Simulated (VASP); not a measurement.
# HgS in VASP: notebook

The runs below take HgS through single point, with PBE.

All numbers are computed with VASP 6.6.1; they aren't measurements. Logs are shortened: lines on timing, memory, paths and dates and some standing lists are left out, and cuts for length are marked.

## 1. The cell of the first run

The cell holds a slab with vacuum, 8 atoms: a = 4.142 Å, b = 4.142 Å, c = 27.992 Å, α = 90.00°, β = 90.00°, γ = 120.00°.

## 2. Single point, PBE

Contents of INCAR:

```
SYSTEM = HgS
PREC = Accurate
ENCUT = 520
EDIFF = 1E-6
ISMEAR = 0
SIGMA = 0.05
LREAL = .FALSE.
LASPH = .TRUE.
NELM = 80
ALGO = Normal
ISIF = 2
LWAVE = .FALSE.
LCHARG = .FALSE.
LDIPOL = .TRUE.
IDIPOL = 3
DIPOL = 0.5 0.5 0.505
GGA = PE
NBANDS = 46
```

Contents of KPOINTS:

```
regular mesh
0
G
  9 9 1
  0 0 0
```

Contents of POSCAR:

```
HgS
1.0
    4.1422315231      0.0000000000      0.0000000000
   -2.0711157615      3.5872777273      0.0000000000
    0.0000000000      0.0000000000     27.9918828265
S Hg
4 4
Direct
    0.0000000000      0.0000000000      0.3036594592
    0.3333333333      0.6666666667      0.4244844042
    0.6666666667      0.3333333333      0.5547086033
    0.0000000000      0.0000000000      0.6853520735
    0.3333333333      0.6666666667      0.3338656954
    0.6666666667      0.3333333333      0.4546906404
    0.0000000000      0.0000000000      0.5801674976
    0.3333333333      0.6666666667      0.7001997055
```

Potentials or basis: VASP PAW PBE potentials, release 64 (S, Hg).

On the command line:

```
> cat potpaw_PBE.64/S/POTCAR potpaw_PBE.64/Hg/POTCAR > POTCAR
> mpirun -np 1 vasp_std > vasp.out
```

OUTCAR:

```text
SYSTEM = HgS
   PREC = Accurate
   ENCUT = 520
   EDIFF = 1E-6
   ISMEAR = 0
   LREAL = .FALSE.
   LASPH = .TRUE.
   NELM = 80
   ISIF = 2
   GGA = PE

 ion  position               nearest neighbor table
   1  0.000  0.000  0.304-   5 2.54   5 2.54   5 2.54
   2  0.333  0.667  0.424-   5 2.54   6 2.54   6 2.54   6 2.54
   3  0.667  0.333  0.555-   7 2.50   7 2.50   7 2.50   6 2.80
   4  0.000  0.000  0.685-   8 2.43   8 2.43   8 2.43   7 2.94
   5  0.333  0.667  0.334-   2 2.54   1 2.54   1 2.54   1 2.54
   6  0.667  0.333  0.455-   2 2.54   2 2.54   2 2.54   3 2.80
   7  0.000  0.000  0.580-   3 2.50   3 2.50   3 2.50   4 2.94
   8  0.333  0.667  0.700-   4 2.43   4 2.43   4 2.43

  LATTYP: Found a hexagonal cell.
 ALAT       =     4.1422315231
 C/A-ratio  =     6.7576818607

  Lattice vectors:

 A1 = (   4.1422315231,   0.0000000000,   0.0000000000)
 A2 = (  -2.0711157615,   3.5872777273,   0.0000000000)
 A3 = (   0.0000000000,   0.0000000000,  27.9918828265)

Analysis of symmetry for initial positions (statically):
=====================================================================
 Subroutine PRICEL returns:
 Original cell was already a primitive cell.

 Routine SETGRP: Setting up the symmetry group for a
 hexagonal supercell.

 Subroutine GETGRP returns: Found  6 space group operations
 (whereof  6 operations were pure point group operations)
 out of a pool of 24 trial point group operations.

The static configuration has the point symmetry C_3v.

Analysis of symmetry for dynamics (positions and initial velocities):
=====================================================================
 Subroutine PRICEL returns:
 Original cell was already a primitive cell.

 Routine SETGRP: Setting up the symmetry group for a
 hexagonal supercell.

 Subroutine GETGRP returns: Found  6 space group operations
 (whereof  6 operations were pure point group operations)
 out of a pool of 24 trial point group operations.

The dynamic configuration has the point symmetry C_3v.

 Subroutine INISYM returns: Found  6 space group operations
 (whereof  6 operations are pure point group operations),
 and found     1 'primitive' translations

----------------------------------------------------------------------------------------

                                     Primitive cell

  volume of cell :     415.9408

  direct lattice vectors                    reciprocal lattice vectors
     4.142231523  0.000000000  0.000000000     0.241415767  0.139381458  0.000000000
    -2.071115762  3.587277727  0.000000000     0.000000000  0.278762916  0.000000000
     0.000000000  0.000000000 27.991882826     0.000000000  0.000000000  0.035724642

  length of vectors
     4.142231523  4.142231523 27.991882826     0.278762916  0.278762916  0.035724642

  position of ions in fractional coordinates (direct lattice)
     0.000000000  0.000000000  0.303659459
     0.333333333  0.666666667  0.424484404
     0.666666667  0.333333333  0.554708603
     0.000000000  0.000000000  0.685352073
     0.333333333  0.666666667  0.333865695
     0.666666667  0.333333333  0.454690640
     0.000000000  0.000000000  0.580167498
     0.333333333  0.666666667  0.700199705

  ion indices of the primitive-cell ions
   primitive index   ion index
                 1           1
                 2           2
                 3           3
                 4           4
                 5           5
                 6           6
                 7           7
                 8           8

----------------------------------------------------------------------------------------

 KPOINTS: regular mesh

Automatic generation of k-mesh.
 Grid dimensions read from file:
 generate k-points for:    9    9    1

 Generating k-lattice:

  Cartesian coordinates                     Fractional coordinates (reciprocal lattice)
     0.026823974  0.015486829  0.000000000     0.111111111  0.000000000  0.000000000
     0.000000000  0.030973657  0.000000000     0.000000000  0.111111111  0.000000000
     0.000000000  0.000000000  0.035724642     0.000000000  0.000000000  1.000000000

  Length of vectors
     0.030973657  0.030973657  0.035724642

  Shift w.r.t. Gamma in fractional coordinates (k-lattice)
     0.000000000  0.000000000  0.000000000

 Subroutine IBZKPT returns following result:
 ===========================================

 Found     12 irreducible k-points:

 Following reciprocal coordinates:
            Coordinates               Weight
  0.000000  0.000000  0.000000      1.000000
  0.111111 -0.000000  0.000000      6.000000
  0.222222 -0.000000  0.000000      6.000000
  0.333333  0.000000  0.000000      6.000000
  0.444444 -0.000000  0.000000      6.000000
  0.111111  0.111111  0.000000      6.000000
  0.222222  0.111111  0.000000     12.000000
  0.333333  0.111111  0.000000     12.000000
  0.444444  0.111111  0.000000      6.000000
  0.222222  0.222222  0.000000      6.000000
  0.333333  0.222222  0.000000     12.000000
  0.333333  0.333333  0.000000      2.000000
   k-points           NKPTS =     12   k-points in BZ     NKDIM =     12   number of bands    NBANDS=     46
   number of dos      NEDOS =    301   number of ions     NIONS =      8
   total plane-waves  NPLWV = 215040
   dimension x,y,z NGX =    32 NGY =   32 NGZ =  210
   dimension x,y,z NGXF=    64 NGYF=   64 NGZF=  420
   ions per type =               4   4
   NGX,Y,Z   is equivalent  to a cutoff of  12.84, 12.84, 12.47 a.u.
   NGXF,Y,Z  is equivalent  to a cutoff of  25.69, 25.69, 24.94 a.u.
 SYSTEM =  HgS
   PREC   = accura    normal or accurate (medium, high low for compatibility)
   ISTART =      0    job   : 0-new  1-cont  2-samecut
   ICHARG =      2    charge: 1-file 2-atom 10-const
   ISPIN  =      1    spin polarized calculation?
   LNONCOLLINEAR =      F non collinear calculations
   LSORBIT =      F    spin-orbit coupling
   LASPH  =      T    aspherical Exc in radial PAW
   ENCUT  =  520.0 eV  38.22 Ry    6.18 a.u.   7.70  7.70 52.05*2*pi/ulx,y,z
   NELM   =     80;   NELMIN=  2; NELMDL= -5     # of ELM steps
   EDIFF  = 0.1E-05   stopping-criterion for ELM
   LREAL  =      F    real-space projection
   EDIFFG = 0.1E-04   stopping-criterion for IOM
   NSW    =      0    number of steps for IOM
   IBRION =     -1    ionic relax: 0-MD 1-quasi-New 2-CG
   NFREE  =      0    steps in history (QN), initial steepest desc. (CG)
   ISIF   =      2    stress and relaxation
   ISYM   =      2    0-nonsym 1-usesym 2-fastsym
   POTIM  = 0.5000    time-step for ionic-motion
   TEBEG  =    0.0;   TEEND  =   0.0 temperature during run
   PSTRESS=    0.0 pullay stress
   NELECT =      72.0000    total number of electrons
   NUPDOWN=      -1.0000    fix difference up-down
   EMIN   =  10.00;   EMAX   =-10.00  energy-range for DOS
   EFERMI =   0.00;   METHOD = LEGACY
   ISMEAR =     0;   SIGMA  =   0.05  broadening in eV -4-tet -1-fermi 0-gaus
   EFERMI_NEDOS =   21; number of points for ismear=-14 and -15
   IALGO  =     38    algorithm
   IMIX   =      4    mixing-type and parameters
     AMIX     =   0.40;   BMIX     =  1.00
     AMIX_MAG =   1.60;   BMIX_MAG =  1.00
  volume/ion in A,a.u.               =      51.99       350.86
  Fermi-wavevector in a.u.,A,eV,Ry     =   0.912379  1.724146 11.325966  0.832435
  Thomas-Fermi vector in A             =   2.036768
   LORBIT       =      0    0 simple, 1 ext, 2 COOP (PROOUT), +10 PAW based schemes
   GGA     = PE    functional components
   LHFCALC =     F    Hartree Fock is set to
   AEXX    =    0.0000 exact exchange contribution
   IVDW    =     0    specifies the selected vdW correction
   LEPSILON=     F    determine dielectric tensor
   LRPA    =     F    only Hartree local field effects (RPA)
 non-spin polarized calculation
 Gauss-broadening in eV      SIGMA  =   0.05
  energy-cutoff  :      520.00
  volume of cell :      415.94
 maximum number of plane-waves:     11247
 NGX is ok and might be reduce to    32
   NGX = 15   NGY = 15   NGZ =105

 dipolmoment           0.000000      0.000000      0.086893 electrons x Angstroem

 number of electron      72.0000001 magnetization

 dipolmoment           0.000000      0.000000     -0.299893 electrons x Angstroem

 Free energy of the ion-electron system (eV)
  ---------------------------------------------------
  ext. energy  EPLUGINS =         0.00000000
  ---------------------------------------------------
  free energy    TOTEN  =       -17.03232011 eV

  energy without entropy =      -17.03214476  energy(sigma->0) =      -17.03223243

 E-fermi :  -1.1646     XC(G=0):  -4.9575

 val. band max:       -1.2356246210   @ k =   0.0000   0.0000   0.0000
 cond. band min:      -1.0757640720   @ k =   0.1111   0.1111   0.0000
 fundamental gap:      0.1598605490
 Fermi energy:        -1.1645697266

 k-point     1 :       0.0000    0.0000    0.0000
  band No.  band energies     occupation
      1     -16.0784      2.00000
      2     -15.1909      2.00000
      3     -14.4708      2.00000
      4     -13.0578      2.00000
      5     -10.3452      2.00000
      6     -10.3452      2.00000
[... 38 lines left out ...]
     45       3.5745      0.00000
     46       3.6433      0.00000

 k-point     2 :       0.1111   -0.0000    0.0000
  band No.  band energies     occupation
      1     -16.0233      2.00000
      2     -15.1441      2.00000
      3     -14.4292      2.00000
      4     -13.0144      2.00000
      5     -10.3330      2.00000
      6     -10.2871      2.00000
[... 38 lines left out ...]
     45       3.5760      0.00000
     46       3.8450      0.00000

 k-point     3 :       0.2222   -0.0000    0.0000
  band No.  band energies     occupation
      1     -15.8801      2.00000
      2     -15.0234      2.00000
      3     -14.3224      2.00000
      4     -12.9033      2.00000
      5     -10.2653      2.00000
      6     -10.1314      2.00000
[... 430 lines left out ...]
     45       4.2459      0.00000
     46       4.3543      0.00000

 k-point    12 :       0.3333    0.3333    0.0000
  band No.  band energies     occupation
      1     -15.5182      2.00000
      2     -14.7250      2.00000
      3     -14.0601      2.00000
      4     -12.6320      2.00000
      5      -9.7483      2.00000
      6      -9.6857      2.00000
[... 38 lines left out ...]
     45       4.3415      0.00000
     46       4.3643      0.00000

------------------------ aborting loop because EDIFF is reached ----------------------------------------

 vacuum level on the upper side and lower side of the slab       (xc-potential included)        -1.971         1.668

  FORCE on cell =-STRESS in cart. coord.  units (eV):
  Direction    XX          YY          ZZ          XY          YZ          ZX
  --------------------------------------------------------------------------------------
  -------------------------------------------------------------------------------------
  Total        5.7052931      5.7052931      2.1043485      0.0000000      0.0000000      0.0000000
  in kB       21.9764257     21.9764257      8.1058163      0.0000000      0.0000000      0.0000000
  external PRESSURE =      17.3528892 kB  Pullay stress =       0.0000000 kB

 VOLUME and BASIS-vectors are now :
 -----------------------------------------------------------------------------
  energy-cutoff  :      520.00
  volume of cell :      415.94
      direct lattice vectors                 reciprocal lattice vectors
     4.142231523  0.000000000  0.000000000     0.241415767  0.139381458  0.000000000
    -2.071115762  3.587277727  0.000000000     0.000000000  0.278762916  0.000000000
     0.000000000  0.000000000 27.991882826     0.000000000  0.000000000  0.035724642

 POSITION                                       TOTAL-FORCE (eV/Angst)
 -----------------------------------------------------------------------------------
      0.00000      0.00000      8.50000         0.000000      0.000000      0.142210
     -0.00000      2.39152     11.88212        -0.000000     -0.000000      0.980375
      2.07112      1.19576     15.52734         0.000000     -0.000000      0.004557
      0.00000      0.00000     19.18429         0.000000     -0.000000     -0.013636
     -0.00000      2.39152      9.34553         0.000000     -0.000000     -1.015448
      2.07112      1.19576     12.72765        -0.000000      0.000000     -0.135981
      0.00000      0.00000     16.23998        -0.000000      0.000000      0.002418
     -0.00000      2.39152     19.59991        -0.000000     -0.000000      0.035505
 -----------------------------------------------------------------------------------
    total drift:                                0.000000     -0.000000      0.000230

  FREE ENERGIE OF THE ION-ELECTRON SYSTEM (eV)
  ---------------------------------------------------
  free  energy   TOTEN  =       -17.0323201074 eV

  energy  without entropy=      -17.0321447593  energy(sigma->0) =      -17.03223243

 vacuum level on the upper side and lower side of the slab         1.631         5.335
```

Run time: 12 min. Hardware: 1 thread of Intel Xeon Platinum 8488C (Sapphire Rapids), shared host; peak memory 0.59 GiB.

Results:

| Quantity | Value |
| --- | --- |
| Free energy | -17.0323 eV |
| Largest force | 1.015 eV/Å |
| Band gap on the k mesh | 0.16 eV (least direct gap 0.19 eV) |

Forces in eV/Å, atoms in the order of the input:
```
S    0.000  0.000  0.142
S    0.000  0.000  0.980
S    0.000  0.000  0.005
S    0.000  0.000 -0.014
Hg   0.000  0.000 -1.015
Hg   0.000  0.000 -0.136
Hg   0.000  0.000  0.002
Hg   0.000  0.000  0.036
```

Levels at points of the mesh, in eV from the valence-band top:
```tsv
k point	band 32	band 33	band 34	band 35	band 36	band 37	band 38	band 39	band 40	band 41
(0.00, 0.00, 0.00)	-1.35	-0.93	-0.74	-0.74	0.00	0.46	0.46	0.80	1.93	2.10
```

Caveat: spin-orbit coupling is left out, which moves the levels of the heavy elements.

## 3. Single point, PBE

Contents of INCAR:

```
PREC     = Accurate       # precision mode
ENCUT    = 520            # plane-wave cutoff, eV
EDIFF    = 1E-6           # SCF threshold, eV
ISMEAR   = 0              # smearing method
SIGMA    = 0.05           # smearing width, eV
LREAL    = False          # projectors in reciprocal space
LASPH    = True           # aspherical terms in the spheres
NELM     = 80             # most SCF steps
ALGO     = Normal         # electronic algorithm
ISIF     = 2              # what is computed and relaxed
LWAVE    = False          # write WAVECAR
LCHARG   = False          # write CHGCAR
LDIPOL   = True         
IDIPOL   = 3            
DIPOL    = 0.5 0.5 0.505
GGA      = PE             # functional
NBANDS   = 46             # bands
```

Contents of KPOINTS:

```
regular mesh
0
Gamma
  15 15 1
```

Contents of POSCAR:

```
HgS
1.0
    4.1422315200      0.0000000000      0.0000000000
   -2.0711157600      3.5872777300      0.0000000000
    0.0000000000      0.0000000000     27.9918828265
S Hg
4 4
Direct
    0.0000000000      0.0000000000      0.3036594592
    0.3333333331      0.6666666662      0.4244844042
    0.6666666669      0.3333333331      0.5547086033
    0.0000000000      0.0000000000      0.6853520735
    0.3333333331      0.6666666662      0.3338656954
    0.6666666669      0.3333333331      0.4546906404
    0.0000000000      0.0000000000      0.5801674976
    0.3333333331      0.6666666662      0.7001997055
```

Potentials or basis: VASP PAW PBE potentials, release 64 (S, Hg).

On the command line:

```
> cat potpaw_PBE.64/S/POTCAR potpaw_PBE.64/Hg/POTCAR > POTCAR
> mpirun -np 1 vasp_std > vasp.out
```

It took 37 min on 1 thread of Intel Xeon Platinum 8488C (Sapphire Rapids), shared host; peak memory 0.76 GiB.

It converged, with:

| Quantity | Value |
| --- | --- |
| Free energy | -17.0248 eV |
| Largest force | 0.991 eV/Å |
| Band gap on the k mesh | 0.01 eV (least direct gap 0.07 eV) |

Forces in eV/Å, atoms in the order of the input:
```
S    0.000  0.000  0.119
S    0.000  0.000  0.976
S    0.000  0.000 -0.042
S    0.000  0.000 -0.056
Hg   0.000  0.000 -0.991
Hg   0.000  0.000 -0.117
Hg   0.000  0.000  0.060
Hg   0.000  0.000  0.051
```

Levels at points of the mesh, in eV from the valence-band top:
| k point | band 32 | band 33 | band 34 | band 35 | band 36 | band 37 | band 38 | band 39 | band 40 | band 41 |
| --- | --- | --- | --- | --- | --- | --- | --- | --- | --- | --- |
| (0.00, 0.00, 0.00) | -1.46 | -1.00 | -0.89 | -0.89 | -0.13 | 0.28 | 0.28 | 0.65 | 1.75 | 2.08 |

Caveat: the smearing spreads over this small gap; spin-orbit coupling is left out, which moves the levels of the heavy elements.

The gap in the log of VASP goes by the Fermi energy; the results here count the filled bands.